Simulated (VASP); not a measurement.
Runs of VASP 6.6.1 on Pt. The structure is that of space group Im-3m (No. 229), or close to it. The cells are those of the table. 

```csv
cell,gap on the mesh (eV),pressure (GPa)
"a = 2.717 Å, angles 108.7, 108.7, 111.1°, 1 atom",none,-4.2
"a = 2.689 Å, angles 109.1, 109.1, 110.3°, 1 atom",none,4.1
"a = 2.743 Å, angles 109.5°, 1 atom",none,-11.2
"a = 2.770 Å, angles 109.1, 109.1, 110.3°, 1 atom",none,(a)
"a = 2.703 Å, angles 110.7, 110.7, 107.0°, 1 atom",none,(c)
"a = 2.622 Å, angles 109.5°, 1 atom",none,32.1
"a = 2.784 Å, angles 109.5°, 1 atom",none,-19.5
"a = 2.757 Å, angles 108.7, 108.7, 111.1°, 1 atom",none,-14.2
"a = 2.690 Å, angles 110.3, 110.3, 107.8°, 1 atom",none,4.1
"a = 2.649 Å, angles 109.1, 109.1, 110.3°, 1 atom",none,(b)
"a = 2.676 Å, angles 108.7, 108.7, 111.1°, 1 atom",none,8.9
"a = 2.677 Å, angles 111.1, 111.1, 106.2°, 1 atom",none,9.0
```

Alike in all rows: task single point; level PBEsol; potentials or basis VASP PAW PBE potentials, release 64 (Pt); no spin polarisation; k mesh 26 × 26 × 26; cutoff (eV) 520; smearing gaussian 0.15 eV.

Estimate the missing entries.

(a) -17.0; (b) 19.6; (c) -0.2.

Caveats: the PAW data sets were made with another functional, which shifts forces and pressure a little; spin-orbit coupling is left out, which moves the levels of the heavy elements.

A k mesh can miss the band edges, and the runs leave out spin-orbit coupling on Pt.

A gap of «none» marks levels without a gap at the run's occupations.
